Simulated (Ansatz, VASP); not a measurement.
# Two plane-wave programs on Fe

POSCAR

```
Fe
1.0
   -1.3929037257      1.3929037257      1.3929037257
    1.3929037257     -1.3929037257      1.3929037257
    1.3929037257      1.3929037257     -1.3929037257
Fe
1
Direct
    0.0000000000      0.0000000000      0.0000000000
```

Contents of INCAR.step1:

```
ALGO     = Normal         # electronic algorithm
EDIFF    = 1E-5           # SCF threshold, eV
ENCUT    = 660            # plane-wave cutoff, eV
GGA      = PE             # functional
GGA_COMPAT= False        
ISMEAR   = 0              # smearing method
ISPIN    = 2              # spin polarisation
LASPH    = True           # aspherical terms in the spheres
LCHARG   = False          # write CHGCAR
LMAXMIX  = 4              # l up to which the mixer works
LREAL    = False          # projectors in reciprocal space
LWAVE    = True           # write WAVECAR
MAGMOM   = 2.32           # initial moments
NBANDS   = 14             # bands
NELM     = 200            # most SCF steps
PREC     = Accurate       # precision mode
SIGMA    = 0.1            # smearing width, eV
```

INCAR.step2

```
ALGO     = Normal         # electronic algorithm
EDIFF    = 1E-6           # SCF threshold, eV
ENCUT    = 660            # plane-wave cutoff, eV
GGA_COMPAT= False        
ISIF     = 2              # what is computed and relaxed
ISMEAR   = 0              # smearing method
ISPIN    = 2              # spin polarisation
ISTART   = 1            
LASPH    = True           # aspherical terms in the spheres
LCHARG   = True           # write CHGCAR
LELF     = True           # ELF
LMAXMIX  = 4              # l up to which the mixer works
LMIXTAU  = True         
LORBIT   = 11             # projections on sites
LREAL    = False          # projectors in reciprocal space
LVHAR    = True         
LWAVE    = False          # write WAVECAR
MAGMOM   = 2.32           # initial moments
METAGGA  = R2SCAN         # meta-GGA
NBANDS   = 14             # bands
NELM     = 200            # most SCF steps
PREC     = Accurate       # precision mode
SIGMA    = 0.1            # smearing width, eV
```

The input KPOINTS:

```
k-points
0
Gamma
  20 20 20
```

Input for Ansatz:

```yaml
crystal:
  lattice:
    - [-1.3929037257, 1.3929037257, 1.3929037257]
    - [1.3929037257, -1.3929037257, 1.3929037257]
    - [1.3929037257, 1.3929037257, -1.3929037257]
  atoms:
    - { symbol: Fe, position: [0.0, 0.0, 0.0], spin: 2.32 }
basis:
  ecutwfc: 500
kpoints:
  mp_grid: { grid: [20, 20, 20] }
hamiltonian:
  xc: r2scan
scf:
  occupations: { method: gaussian, width: 0.1 }
output:
  forces: true
  stress: true
  eigenvalues: true
  populations: true
magnetization:
  spin_polarized: true
```

Alike in both runs: task single point; functional r2SCAN; k mesh 20 × 20 × 20; occupations gaussian, width 0.1 eV; collinear spin.

```csv
,VASP,Ansatz
version,VASP 6.6.1,Ansatz 0.2.0
potentials or method,"VASP PAW PBE potentials, release 64 (Fe), cutoff 660 eV","scalar-relativistic, plane waves, PAW"
valence electrons in the cell,8,16
```

```tsv
	VASP	Ansatz	Ansatz less VASP
gap on the k mesh at the Fermi level (eV)	none	none	-
pressure (GPa)	17.4	17.6	+0.24
net moment per atom (μB)	2.54	2.53	-0.006
size of the moment on the site where the two differ most (μB)	2.58	2.67	+0.089
```

VASP's potentials were made for PBE, not for r2SCAN. Site moments also hang on the region over which each program counts them. A gap of «none» marks a metal or a gap that the smearing closes. VASP's potentials hold 8 valence electrons a cell and Ansatz's 16, so a difference there can come from the potentials and not from the codes. Ansatz's warnings: stability check not made.
